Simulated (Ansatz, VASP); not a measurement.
SbC: VASP beside Ansatz

```
Sb C
1.0
     5.07568    0.00000    0.00000
     0.00000    5.07568    0.00000
     0.00000    0.00000    5.07568
Sb C
4 4
Direct
  0.13400 0.13400 0.13400
  0.36600 0.86600 0.63400
  0.63400 0.36600 0.86600
  0.86600 0.63400 0.36600
  0.84450 0.84450 0.84450
  0.65550 0.15550 0.34450
  0.34450 0.65550 0.15550
  0.15550 0.34450 0.65550
```

Alike in both runs: task relaxation of cell and atoms; functional PBE; k mesh 4 × 4 × 4; occupations gaussian, width 0.1 eV; no spin polarisation.

|  | VASP | Ansatz |
| --- | --- | --- |
| version | VASP 6.6.1 | Ansatz 0.2.0 |
| potentials or method | VASP PAW PBE potentials, release 64 (Sb, C), cutoff 600 eV | scalar-relativistic, plane waves, PAW |
| valence electrons in the cell | 36 | 76 |

```tsv
	VASP	Ansatz	Ansatz less VASP
gap on the k mesh at the Fermi level, each at its own relaxed structure (eV)	none	none	-
relaxed volume (Å³/atom)	18.38	18.34	-0.040
relaxed cell length with the largest relative difference (Å)	5.278	5.274	-0.0039
```

A gap of «none» marks a metal or a gap that the smearing closes. VASP's potentials hold 36 valence electrons a cell and Ansatz's 76, so a difference there can come from the potentials and not from the codes.

Neither program's run includes spin-orbit coupling.
